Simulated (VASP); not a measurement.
Runs of VASP 6.6.1 on VAu. The structure is trigonal, space group R-3m (No. 166). The conventional cell has a = 2.821 Å, b = 2.821 Å, c = 13.833 Å, α = 90.00°, β = 90.00°, γ = 120.00°. V (site symmetry -3m) has 6 V at 2.82 Å and 6 Au at 2.82 Å within 3.7 Å. Au (site symmetry -3m) has 6 Au at 2.82 Å and 6 V at 2.82 Å within 3.7 Å. 

```tsv
fixed moment (μB)	pressure (GPa)	moment (μB)
0.6	-8.8	0.60
1.6	(a)	1.60
0.9	-8.0	0.90
-	-9.2	(b)
```

Alike in all rows: task single point; level PBEsol; potentials or basis VASP PAW PBE potentials, release 64 (V_sv, Au); spin collinear, ferromagnetic start; cell as given; k mesh 14 × 14 × 14; cutoff (eV) 500; smearing fermi-dirac 0.05 eV.

Fill in the values left out.

(a) -5.0; (b) 0.00.

Caveats: the cell stands under tension; the PAW data sets were made with another functional, which shifts forces and pressure a little; the total moment is fixed, so each spin has its own Fermi level and the state may be an excited one (at least some runs); the moments typed at the start vanished in this run (at least some runs).
